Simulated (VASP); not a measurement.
The system is PbSe.

```
Pb Se
1.0
     0.00000    3.42320    3.42320
     3.42320    0.00000    3.42320
     3.42320    3.42320    0.00000
Pb Se
1 1
Direct
  0.00000 0.00000 0.00000
  0.25000 0.25000 0.25000
```

Program: VASP 6.6.1. Alike in all runs: task single point; potentials or basis VASP PAW PBE potentials, release 64 (Pb_d, Se); no spin polarisation; cell as given; k mesh 4 × 4 × 4.

Problem. Order these runs on this cell by their band gap on the k mesh, lowest first.
A. level PBE; cutoff (eV) 500; smearing methfessel-paxton 0.001 eV
B. level HSE06; cutoff (eV) 520; smearing gaussian 0.01 eV; grid for exact exchange (PRECFOCK) Normal; screening parameter 0.2079 1/Å
C. level PBE-based screened hybrid; cutoff (eV) 520; smearing gaussian 0.01 eV; grid for exact exchange (PRECFOCK) Normal; screening parameter 0.1 1/Å; share of exact exchange 0.1

Solution. A (0.62 eV), C (0.90 eV), B (1.07 eV).

Caveats: spin-orbit coupling is left out, which moves the levels of the heavy elements.

A k mesh can miss the band edges.
